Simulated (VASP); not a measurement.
# PrOs2C (P6/mmm) in VASP: notebook

PrOs2C is run at these levels: PBE; tasks: single point, relaxation of cell and atoms.

Program: VASP 6.6.1. These are calculated values, not measurements. Logs are shortened: lines on timing, memory, paths and dates and some standing lists are left out, and cuts for length are marked.

## Step 1: The cell of the first run

It takes space group P6/mmm (No. 191, hexagonal). The conventional cell has a = 4.151 Å, b = 4.151 Å, c = 4.994 Å, α = 90.00°, β = 90.00°, γ = 120.00°. Within 3.3 Å of Pr (site symmetry 6/mmm) lie 2 C at 2.50 Å. Os (site symmetry -6m2) has 3 Os at 2.40 Å and 3 C at 2.40 Å within 3.2 Å. Within 3.2 Å of C (site symmetry 6/mmm) lie 6 Os at 2.40 Å and 2 Pr at 2.50 Å.

The cell was generated, and may not be a known phase.

## Step 2: Single point, PBE

Input file INCAR:

```
SYSTEM = PrOs2C
ALGO = Normal
EDIFF = 1E-6
ENCUT = 600
GGA = PE
GGA_COMPAT = .FALSE.
ISIF = 2
ISMEAR = 0
LASPH = .TRUE.
LCHARG = .FALSE.
LMAXMIX = 6
LREAL = .FALSE.
LWAVE = .FALSE.
NBANDS = 24
NELM = 200
PREC = Accurate
SIGMA = 0.1
```

Input file KPOINTS:

```
k-points
0
G
  6 6 4
  0 0 0
```

Input file POSCAR:

```
PrOs2C
1.0
    4.1514444543      0.0000000030      0.0000000000
   -2.0757222298      3.5952563584      0.0000000000
    0.0000000000      0.0000000000      4.9937255067
Pr Os C
1 2 1
Direct
    0.0000000000      0.0000000000      0.0000000000
    0.3333333333      0.6666666667      0.5000000000
    0.6666666667      0.3333333333      0.5000000000
    0.0000000000      0.0000000000      0.5000000000
```

Potentials or basis: VASP PAW PBE potentials, release 64 (Pr_3, Os, C), 4f in core.

Started as:

```console
cat potpaw_PBE.64/Pr_3/POTCAR potpaw_PBE.64/Os/POTCAR potpaw_PBE.64/C/POTCAR > POTCAR
mpirun -np 1 vasp_std > vasp.out
```

OUTCAR:

```text
SYSTEM = PrOs2C
   EDIFF = 1E-6
   ENCUT = 600
   GGA = PE
   ISIF = 2
   ISMEAR = 0
   LASPH = .TRUE.
   LREAL = .FALSE.
   NELM = 200
   PREC = Accurate

 ion  position               nearest neighbor table
   1  0.000  0.000  0.000-   4 2.50   4 2.50   2 3.46   2 3.46   3 3.46   3 3.46   3 3.46   3 3.46
                             2 3.46   2 3.46   3 3.46   3 3.46   2 3.46   2 3.46
   2  0.333  0.667  0.500-   3 2.40   4 2.40   3 2.40   4 2.40   4 2.40   3 2.40   1 3.46   1 3.46
                             1 3.46   1 3.46   1 3.46   1 3.46
   3  0.667  0.333  0.500-   2 2.40   4 2.40   2 2.40   4 2.40   4 2.40   2 2.40   1 3.46   1 3.46
                             1 3.46   1 3.46   1 3.46   1 3.46
   4  0.000  0.000  0.500-   2 2.40   3 2.40   3 2.40   2 2.40   3 2.40   2 2.40   1 2.50   1 2.50

  LATTYP: Found a hexagonal cell.
 ALAT       =     4.1514444543
 C/A-ratio  =     1.2028886720

  Lattice vectors:

 A1 = (   4.1514444543,   0.0000000030,   0.0000000000)
 A2 = (  -2.0757222298,   3.5952563584,   0.0000000000)
 A3 = (   0.0000000000,   0.0000000000,   4.9937255067)

Analysis of symmetry for initial positions (statically):
=====================================================================
 Subroutine PRICEL returns:
 Original cell was already a primitive cell.

 Routine SETGRP: Setting up the symmetry group for a
 hexagonal supercell.

 Subroutine GETGRP returns: Found 24 space group operations
 (whereof 24 operations were pure point group operations)
 out of a pool of 24 trial point group operations.

The static configuration has the point symmetry D_6h.

Analysis of symmetry for dynamics (positions and initial velocities):
=====================================================================
 Subroutine PRICEL returns:
 Original cell was already a primitive cell.

 Routine SETGRP: Setting up the symmetry group for a
 hexagonal supercell.

 Subroutine GETGRP returns: Found 24 space group operations
 (whereof 24 operations were pure point group operations)
 out of a pool of 24 trial point group operations.

The dynamic configuration has the point symmetry D_6h.

 Subroutine INISYM returns: Found 24 space group operations
 (whereof 24 operations are pure point group operations),
 and found     1 'primitive' translations

----------------------------------------------------------------------------------------

                                     Primitive cell

  volume of cell :      74.5339

  direct lattice vectors                    reciprocal lattice vectors
     4.151444454  0.000000003  0.000000000     0.240880014  0.139072141  0.000000000
    -2.075722230  3.595256358  0.000000000    -0.000000000  0.278144282  0.000000000
     0.000000000  0.000000000  4.993725507     0.000000000  0.000000000  0.200251295

  length of vectors
     4.151444454  4.151444454  4.993725507     0.278144282  0.278144282  0.200251295

  position of ions in fractional coordinates (direct lattice)
     0.000000000  0.000000000  0.000000000
     0.333333333  0.666666667  0.500000000
     0.666666667  0.333333333  0.500000000
     0.000000000  0.000000000  0.500000000

  ion indices of the primitive-cell ions
   primitive index   ion index
                 1           1
                 2           2
                 3           3
                 4           4

----------------------------------------------------------------------------------------

 KPOINTS: k-points

Automatic generation of k-mesh.
 Grid dimensions read from file:
 generate k-points for:    6    6    4

 Generating k-lattice:

  Cartesian coordinates                     Fractional coordinates (reciprocal lattice)
     0.040146669  0.023178690  0.000000000     0.166666667  0.000000000  0.000000000
    -0.000000000  0.046357380  0.000000000     0.000000000  0.166666667  0.000000000
     0.000000000  0.000000000  0.050062824     0.000000000  0.000000000  0.250000000

  Length of vectors
     0.046357380  0.046357380  0.050062824

  Shift w.r.t. Gamma in fractional coordinates (k-lattice)
     0.000000000  0.000000000  0.000000000

 Subroutine IBZKPT returns following result:
 ===========================================

 Found     21 irreducible k-points:

 Following reciprocal coordinates:
            Coordinates               Weight
  0.000000  0.000000  0.000000      1.000000
  0.166667 -0.000000  0.000000      6.000000
  0.333333  0.000000  0.000000      6.000000
  0.500000 -0.000000  0.000000      3.000000
  0.166667  0.166667  0.000000      6.000000
  0.333333  0.166667  0.000000     12.000000
[... 13 lines left out ...]
  0.333333  0.166667  0.500000     12.000000
  0.333333  0.333333  0.500000      2.000000
   k-points           NKPTS =     21   k-points in BZ     NKDIM =     21   number of bands    NBANDS=     24
   number of dos      NEDOS =    301   number of ions     NIONS =      4
   total plane-waves  NPLWV =  51840
   dimension x,y,z NGX =    36 NGY =   36 NGZ =   40
   dimension x,y,z NGXF=    72 NGYF=   72 NGZF=   80
   ions per type =               1   2   1
   NGX,Y,Z   is equivalent  to a cutoff of  14.42, 14.42, 13.32 a.u.
   NGXF,Y,Z  is equivalent  to a cutoff of  28.83, 28.83, 26.63 a.u.
 SYSTEM =  PrOs2C
   PREC   = accura    normal or accurate (medium, high low for compatibility)
   ISTART =      0    job   : 0-new  1-cont  2-samecut
   ICHARG =      2    charge: 1-file 2-atom 10-const
   ISPIN  =      1    spin polarized calculation?
   LNONCOLLINEAR =      F non collinear calculations
   LSORBIT =      F    spin-orbit coupling
   LASPH  =      T    aspherical Exc in radial PAW
   ENCUT  =  600.0 eV  44.10 Ry    6.64 a.u.   8.29  8.29  9.97*2*pi/ulx,y,z
   NELM   =    200;   NELMIN=  2; NELMDL= -5     # of ELM steps
   EDIFF  = 0.1E-05   stopping-criterion for ELM
   LREAL  =      F    real-space projection
   EDIFFG = 0.1E-04   stopping-criterion for IOM
   NSW    =      0    number of steps for IOM
   IBRION =     -1    ionic relax: 0-MD 1-quasi-New 2-CG
   NFREE  =      0    steps in history (QN), initial steepest desc. (CG)
   ISIF   =      2    stress and relaxation
   ISYM   =      2    0-nonsym 1-usesym 2-fastsym
   POTIM  = 0.5000    time-step for ionic-motion
   TEBEG  =    0.0;   TEEND  =   0.0 temperature during run
   PSTRESS=    0.0 pullay stress
   NELECT =      31.0000    total number of electrons
   NUPDOWN=      -1.0000    fix difference up-down
   EMIN   =  10.00;   EMAX   =-10.00  energy-range for DOS
   EFERMI =   0.00;   METHOD = LEGACY
   ISMEAR =     0;   SIGMA  =   0.10  broadening in eV -4-tet -1-fermi 0-gaus
   EFERMI_NEDOS =   21; number of points for ismear=-14 and -15
   IALGO  =     38    algorithm
   IMIX   =      4    mixing-type and parameters
     AMIX     =   0.40;   BMIX     =  1.00
     AMIX_MAG =   1.60;   BMIX_MAG =  1.00
  volume/ion in A,a.u.               =      18.63       125.74
  Fermi-wavevector in a.u.,A,eV,Ry     =   1.222018  2.309278 20.317949  1.493327
  Thomas-Fermi vector in A             =   2.357179
   LORBIT       =      0    0 simple, 1 ext, 2 COOP (PROOUT), +10 PAW based schemes
   GGA     = PE    functional components
   LHFCALC =     F    Hartree Fock is set to
   AEXX    =    0.0000 exact exchange contribution
   IVDW    =     0    specifies the selected vdW correction
   LEPSILON=     F    determine dielectric tensor
   LRPA    =     F    only Hartree local field effects (RPA)
 non-spin polarized calculation
 Gauss-broadening in eV      SIGMA  =   0.10
  energy-cutoff  :      600.00
  volume of cell :       74.53
 maximum number of plane-waves:      2522
 NGX is ok and might be reduce to    36
   NGX = 17   NGY = 17   NGZ = 19

 number of electron      31.0000001 magnetization

 Free energy of the ion-electron system (eV)
  ---------------------------------------------------
  ext. energy  EPLUGINS =         0.00000000
  ---------------------------------------------------
  free energy    TOTEN  =       -34.30208705 eV

  energy without entropy =      -34.28976770  energy(sigma->0) =      -34.29592738

 E-fermi :   5.7675     XC(G=0): -11.3776

 val. band max:        5.7507862754   @ k =   0.1667  -0.0000   0.0000
 cond. band min:       5.7887034916   @ k =   0.1667  -0.0000   0.5000
 fundamental gap:      0.0379172162
 Fermi energy:         5.7674955774

 k-point     1 :       0.0000    0.0000    0.0000
  band No.  band energies     occupation
      1     -30.3615      2.00000
      2     -12.4568      2.00000
      3     -12.2685      2.00000
      4     -12.2685      2.00000
      5      -7.0047      2.00000
      6      -0.2848      2.00000
[... 16 lines left out ...]
     23      10.0746      0.00000
     24      10.6372      0.00000

 k-point     2 :       0.1667   -0.0000    0.0000
  band No.  band energies     occupation
      1     -30.3558      2.00000
      2     -12.4498      2.00000
      3     -12.3528      2.00000
      4     -12.2863      2.00000
      5      -6.7006      2.00000
      6      -1.1803      2.00000
[... 16 lines left out ...]
     23       9.7766      0.00000
     24       9.9796      0.00000

 k-point     3 :       0.3333    0.0000    0.0000
  band No.  band energies     occupation
      1     -30.3444      2.00000
      2     -12.5137      2.00000
      3     -12.4360      2.00000
      4     -12.3216      2.00000
      5      -6.1169      2.00000
      6      -1.7710      2.00000
[... 16 lines left out ...]
     23       9.7574      0.00000
     24      11.0487      0.00000
[... 433 lines left out ...]
 k-point    20 :       0.3333    0.1667    0.5000
  band No.  band energies     occupation
      1     -30.3374      2.00000
      2     -12.6266      2.00000
      3     -12.5277      2.00000
      4     -12.3798      2.00000
      5      -4.9144      2.00000
      6      -1.6110      2.00000
[... 16 lines left out ...]
     23      10.8572      0.00000
     24      10.9308      0.00000

 k-point    21 :       0.3333    0.3333    0.5000
  band No.  band energies     occupation
      1     -30.3348      2.00000
      2     -12.6155      2.00000
      3     -12.4778      2.00000
      4     -12.4778      2.00000
      5      -4.9713      2.00000
      6      -0.2739      2.00000
[... 16 lines left out ...]
     23      11.3041      0.00000
     24      12.8858      0.00000

------------------------ aborting loop because EDIFF is reached ----------------------------------------

  FORCE on cell =-STRESS in cart. coord.  units (eV):
  Direction    XX          YY          ZZ          XY          YZ          ZX
  --------------------------------------------------------------------------------------
  -------------------------------------------------------------------------------------
  Total       -0.0065074     -0.0065074      0.1612356      0.0000000     -0.0000000      0.0000000
  in kB       -0.1398828     -0.1398828      3.4659140      0.0000000     -0.0000000      0.0000000
  external PRESSURE =       1.0620495 kB  Pullay stress =       0.0000000 kB

 VOLUME and BASIS-vectors are now :
 -----------------------------------------------------------------------------
  energy-cutoff  :      600.00
  volume of cell :       74.53
      direct lattice vectors                 reciprocal lattice vectors
     4.151444454  0.000000003  0.000000000     0.240880014  0.139072141  0.000000000
    -2.075722230  3.595256358  0.000000000    -0.000000000  0.278144282  0.000000000
     0.000000000  0.000000000  4.993725507     0.000000000  0.000000000  0.200251295

 POSITION                                       TOTAL-FORCE (eV/Angst)
 -----------------------------------------------------------------------------------
      0.00000      0.00000      0.00000         0.000000     -0.000000      0.000000
     -0.00000      2.39684      2.49686        -0.000000      0.000000     -0.000000
      2.07572      1.19842      2.49686         0.000000     -0.000000      0.000000
      0.00000      0.00000      2.49686         0.000000     -0.000000      0.000000
 -----------------------------------------------------------------------------------
    total drift:                                0.000000     -0.000000     -0.000000

  FREE ENERGIE OF THE ION-ELECTRON SYSTEM (eV)
  ---------------------------------------------------
  free  energy   TOTEN  =       -34.3020870481 eV

  energy  without entropy=      -34.2897677040  energy(sigma->0) =      -34.29592738
```

Wall time 19 s (1 thread of Intel Xeon 6975P-C (Granite Rapids), shared host); peak memory 0.24 GiB.

What came out:

* Free energy: -34.3021 eV
* Pressure: 0.1 GPa
* Band gap on the k mesh: zero (an odd number of electrons rules out a gap without spin polarisation)

Caveat: spin-orbit coupling is left out, which moves the levels of the heavy elements; the 4f electrons are frozen in the core, so they carry no moment and show no levels. Spin polarisation is off, so any magnetic state and its effect on volume and gap are missing.

## Step 3: Single point, PBE

This run uses another cell than the first one, of 22.01 Å³/atom.

Input file INCAR:

```
PREC = Accurate
ENCUT = 600
EDIFF = 1E-6
ISMEAR = 0
SIGMA = 0.1
LREAL = False
LASPH = True
NELM = 200
ALGO = Normal
ISIF = 2
LWAVE = False
LCHARG = False
GGA = PE
NBANDS = 24
GGA_COMPAT = False
LMAXMIX = 6
```

Input file KPOINTS:

```
regular mesh
0
Gamma
  6 6 4
```

Input file POSCAR:

```
PrOs2C
1.0
    4.0243542500      0.0000000000      0.0000000000
   -2.0121771300      3.4851930200      0.0000000000
    0.0000000000      0.0000000000      6.2758610000
Pr Os C
1 2 1
Direct
    0.0000000000      0.0000000000      0.0000000000
    0.3333333300      0.6666666700      0.5000000000
    0.6666666700      0.3333333300      0.5000000000
    0.0000000000      0.0000000000      0.5000000000
```

Potentials or basis: VASP PAW PBE potentials, release 64 (Pr_3, Os, C), 4f in core.

Started as:

```console
cat potpaw_PBE.64/Pr_3/POTCAR potpaw_PBE.64/Os/POTCAR potpaw_PBE.64/C/POTCAR > POTCAR
mpirun -np 1 vasp_std > vasp.out
```

Wall time 21 s (1 thread of Intel Xeon 6975P-C (Granite Rapids), shared host); peak memory 0.25 GiB.

The run converged. Its results:

| Item | Value |
| --- | --- |
| Free energy | -32.1927 eV |
| Pressure | -1.3 GPa |
| Band gap on the k mesh | zero (an odd number of electrons rules out a gap without spin polarisation) |

Stress tensor (GPa, compression positive):
```
  8.99   0.00   0.00
  0.00   8.99   0.00
  0.00   0.00 -22.01
```

Levels at points of the mesh, in eV from the Fermi level:
| k point | band 12 | band 13 | band 14 | band 15 | band 16 | band 17 | band 18 | band 19 |
| --- | --- | --- | --- | --- | --- | --- | --- | --- |
| (0.00, 0.00, 0.00) | -3.18 | -3.18 | -1.80 | -0.61 | -0.61 | -0.17 | 0.02 | 1.00 |
| (0.50, 0.00, 0.00) | -2.52 | -2.43 | -1.52 | 0.15 | 0.49 | 0.49 | 0.53 | 0.63 |
| (0.00, 0.00, 0.50) | -3.17 | -3.17 | -1.99 | -0.97 | -0.42 | -0.42 | -0.12 | 1.17 |
| (0.50, 0.00, 0.50) | -2.07 | -1.64 | -1.56 | -1.18 | 0.03 | 0.49 | 0.54 | 0.81 |

Caveat: the stress differs along the axes, from -22 to 9 GPa; spin-orbit coupling is left out, which moves the levels of the heavy elements; the 4f electrons are frozen in the core, so they carry no moment and show no levels. Spin polarisation is off, so any magnetic state and its effect on volume and gap are missing.

## Step 4: Relaxation of cell and atoms, PBE

This run uses another cell than the first one, of 22.01 Å³/atom.

Input file INCAR:

```
ALGO = Normal
EDIFF = 1E-7
EDIFFG = -0.04
ENCUT = 600
GGA = PE
GGA_COMPAT = False
IBRION = 2
ISIF = 3
ISMEAR = 0
LASPH = True
LCHARG = False
LMAXMIX = 6
LREAL = False
LWAVE = False
NELM = 200
NELMIN = 4
NSW = 90
PREC = Accurate
SIGMA = 0.1
```

Input file KPOINTS:

```
k-points
0
Gamma
  6 6 4
```

POSCAR is that of step 3.

Started as:

```console
cat potpaw_PBE.64/Pr_3/POTCAR potpaw_PBE.64/Os/POTCAR potpaw_PBE.64/C/POTCAR > POTCAR
mpirun -np 1 vasp_std > vasp.out
```

Wall time 2.1 min (1 thread of Intel Xeon 6975P-C (Granite Rapids), shared host); peak memory 0.26 GiB.

The run converged. Its results:

```yaml
Free_energy: -34.3044 eV
Relaxed_volume: 18.65 Å³/atom
Relaxed_cell: a = 4.149 Å, b = 4.149 Å, c = 5.003 Å, α = 90.00°, β = 90.00°, γ = 120.00°
Space_group_after_relaxing_to_0.1_Å: P6/mmm (No. 191)
Energy_gained_by_relaxing: 527.9 meV/atom
Ionic_steps: 9
Pressure_after_relaxing: 0.0 GPa
Band_gap_on_the_k_mesh: zero (an odd number of electrons rules out a gap without spin polarisation)
```

Stress tensor (GPa, compression positive):
```
 0.13  0.00  0.00
 0.00  0.13  0.00
 0.00  0.00 -0.14
```

Step by step:
| step | energy change (eV) | largest force (eV/Å) | pressure (GPa) | volume (Å³) |
| --- | --- | --- | --- | --- |
| 1 | 0.0000 | 0.0000 | -1.35 | 88.02 |
| 2 | -1.5812 | 0.0000 | -14.96 | 84.40 |
| 3 | -1.6267 | 0.0000 | -15.34 | 83.91 |
| 4 | -1.7430 | 0.0000 | 7.20 | 70.77 |
| 5 | -2.0166 | 0.0000 | -5.11 | 76.32 |
| 6 | -2.1097 | 0.0000 | 0.40 | 74.56 |
| 7 | -2.1115 | 0.0000 | -0.34 | 74.77 |
| 8 | -2.1115 | 0.0000 | -0.23 | 74.74 |
| 9 | -2.1117 | 0.0000 | 0.04 | 74.60 |

Final structure:
```yaml
crystal:
  lattice:
    - [4.14942, 0.00000, 0.00000]
    - [-2.07471, 3.59350, 0.00000]
    - [0.00000, 0.00000, 5.00337]
  atoms:
    - { symbol: Pr, position: [0.00000, 0.00000, 0.00000] }
    - { symbol: Os, position: [0.33333, 0.66667, 0.50000] }
    - { symbol: Os, position: [0.66667, 0.33333, 0.50000] }
    - { symbol: C, position: [0.00000, 0.00000, 0.50000] }
```

Levels at points of the mesh, in eV from the Fermi level:
```
           k point  band 11  band 12  band 13  band 14  band 15  band 16  band 17  band 18  band 19
(0.00, 0.00, 0.00)    -3.03    -3.03    -2.08    -1.41    -1.07    -1.07    -0.53     1.43     1.43
(0.50, 0.00, 0.00)    -2.81    -2.75    -2.52    -1.55     0.34     0.42     0.61     0.94     1.80
(0.00, 0.00, 0.50)    -3.04    -2.99    -2.99    -1.97    -1.39    -0.40    -0.40    -0.19     2.56
(0.50, 0.00, 0.50)    -2.91    -2.04    -1.88    -1.45    -1.34     0.39     0.41     0.45     0.47
```

Caveat: the volume moved by over 15 % at a fixed basis, so the end points are rough; spin-orbit coupling is left out, which moves the levels of the heavy elements; the 4f electrons are frozen in the core, so they carry no moment and show no levels.

[end of part 1 of 2]

The gap in the log of VASP goes by the Fermi energy; the results here count the filled bands.